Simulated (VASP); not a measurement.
System: LiH, a slab with vacuum.

```
Li H
1.0
     3.08758    0.00000    0.00000
    -1.54379    2.67392    0.00000
     0.00000    0.00000   24.60000
Li H
1 1
Direct
  0.33333 0.66667 0.33333
  0.66667 0.33333 0.33333
```

Base run:

- Program: VASP 6.6.1
- Functional: HF
- Potentials or basis: VASP PAW PBE potentials, release 64 (Li_sv, H)
- Cutoff: 650 eV
- k mesh: 6 × 6 × 1
- Occupations: gaussian, width 0.01 eV
- Spin: no spin polarisation

Its results: band gap on the k mesh 9.48 eV (least direct gap 12.14 eV).

Problem. After a change of settings the same cell gave: band gap on the k mesh 4.64 eV (least direct gap 6.58 eV). Which change was it?
A. functional from HF to r2SCANh; cutoff from 650 eV to 720 eV; share of exact exchange from 1 to 0.1
B. functional from HF to PBE0; share of exact exchange from 1 to 0.25
C. functional from HF to HSE06; share of exact exchange from 1 to 0.25
D. functional from HF to r2SCAN; cutoff from 650 eV to 720 eV; k mesh from 6 × 6 × 1 to 12 × 12 × 1

Solution. A.
